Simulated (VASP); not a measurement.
## Pt: relaxation of cell and atoms with PBE

Crystal: Pt.

```xyz
3
Lattice="0.0000 3.0352 3.0352 3.0352 0.0000 3.0352 3.0352 3.0352 0.0000" Properties=species:S:1:pos:R:3 pbc="T T T"
Pt    4.5528    4.5528    4.5528
Pt    0.0000    0.0000    0.0000
Pt    1.5176    1.5176    1.5176
```

* Program: VASP 6.6.1
* Task: relaxation of cell and atoms
* Functional: PBE
* Potentials or basis: VASP PAW PBE potentials, release 64 (Pt)
* Cutoff: 600 eV
* k mesh: 14 × 14 × 14
* Occupations: gaussian, width 0.1 eV
* Spin: no spin polarisation
* Dipole correction: no
* Further INCAR settings: ALGO = Fast; EDIFF = 1e-07; IBRION = 2; EDIFFG = -0.01; NSW = 100; ISIF = 3

```
Relaxed volume                         : 18.61 Å³/atom
Relaxed cell                           : a = 4.290 Å, b = 4.290 Å, c = 4.290 Å, α = 60.00°, β = 60.00°, γ = 60.00°
Space group after relaxing (to 0.05 Å) : Fm-3m (No. 225)
Energy gained by relaxing              : 0.0 meV/atom
Ionic steps                            : 3
Pressure after relaxing                : 0.0 GPa
Band gap on the k mesh                 : zero (band 15 reaches 8.54 eV, above the bottom of band 16 at 7.72 eV)
```

Final structure:
```
Pt
1.0
     0.00000    3.03339    3.03339
     3.03339    0.00000    3.03339
     3.03339    3.03339    0.00000
Pt
3
Direct
  0.75000 0.75000 0.75000
  0.00000 0.00000 0.00000
  0.25000 0.25000 0.25000
```

Levels at points of the mesh, in eV from the Fermi level:
| k point | band 12 | band 13 | band 14 | band 15 | band 16 | band 17 | band 18 | band 19 |
| --- | --- | --- | --- | --- | --- | --- | --- | --- |
| (0.00, 0.00, 0.00) | -0.43 | -0.43 | -0.43 | -0.15 | -0.15 | 6.97 | 7.92 | 8.96 |
| (0.50, 0.00, 0.00) | -2.13 | -0.82 | -0.82 | -0.05 | -0.05 | 0.97 | 7.47 | 7.47 |
| (0.50, 0.50, 0.00) | -1.11 | -0.22 | 0.25 | 0.25 | 0.54 | 0.90 | 1.82 | 1.82 |

Wall time 10 min on 1 thread of AMD EPYC 7R13 Processor (Zen 3) (shared host), peak memory 0.25 GiB.

Caveat: spin-orbit coupling is left out, which moves the levels of the heavy elements.
